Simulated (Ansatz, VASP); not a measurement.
## One calculation of NbAs, two programs

```xyz
4
Lattice="-1.7373 1.7373 5.8787 1.7373 -1.7373 5.8787 1.7373 1.7373 -5.8787" Properties=species:S:1:pos:R:3 pbc="T T T"
Nb    0.0000    1.7373    0.0000
Nb    0.0000    0.0000    8.8180
As    0.0000    1.7373    4.8911
As    0.0000    0.0000    1.9517
```

Change from the starting cell: volume scaled by 1.02.

Alike in both runs: task single point; functional LDA; k mesh 11 × 11 × 11; occupations fermi-dirac, width 0.05 eV; no spin polarisation.

|  | VASP | Ansatz |
| --- | --- | --- |
| version | VASP 6.6.1 | Ansatz 0.2.0 |
| potentials or method | VASP PAW LDA potentials, release 64 (Nb_sv, As), cutoff 520 eV | all-electron LAPW, scalar-relativistic |

VASP gave:

- gap on the k mesh at the Fermi level (eV): none
- pressure (GPa): -8.3
- traceless stress, the component that is largest in VASP (GPa): 1.20
- rms of the force components (eV/Å): 0.147

Estimate Ansatz's values.

gap on the k mesh at the Fermi level (eV): none; pressure (GPa): -8.6; traceless stress, the component that is largest in VASP (GPa): 1.26; rms of the force components (eV/Å): 0.145.

LDA's correlation is that of Perdew and Zunger in VASP and of Perdew and Wang (1992) in Ansatz. Atom by atom the forces differ by 0.002 eV/Å (rms over components). A gap of «none» marks a metal or a gap that the smearing closes. Ansatz ran all-electron here, and VASP with PAW potentials.
